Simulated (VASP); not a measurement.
Input of a VASP 6.6.1 run:

File INCAR:

```
SYSTEM = InAs
PREC = Accurate ; ENCUT = 520
EDIFF = 1E-8 ; ISMEAR = -1
SIGMA = 0.15 ; LREAL = .False.
LASPH = .True. ; NELM = 80
ALGO = Normal ; ISIF = 2
LWAVE = .False. ; LCHARG = .True.
GGA = CA ; NBANDS = 16
IBRION = 8 ; NSW = 1
```

The input KPOINTS:

```
Automatic mesh
0
Gamma
  12 12 12
  0 0 0
```

File POSCAR:

```
InAs
1.0
    0.0000000000      3.0132019748      3.0132019748
    3.0132019748      0.0000000000      3.0132019748
    3.0132019748      3.0132019748      0.0000000000
In As
1 1
Direct
    0.2500000000      0.2500000000      0.2500000000
    0.0000000000      0.0000000000      0.0000000000
```

Potentials or basis: VASP PAW LDA potentials, release 64 (In_d, As).

Run with:

```console
$ cat potpaw_LDA.64/In_d/POTCAR potpaw_LDA.64/As/POTCAR > POTCAR
$ mpirun -np 1 vasp_std > vasp.out
```

(1) What does it give for the highest phonon frequency at Γ, LO-TO splitting left out?

## Answers

(1) 215 cm⁻¹.
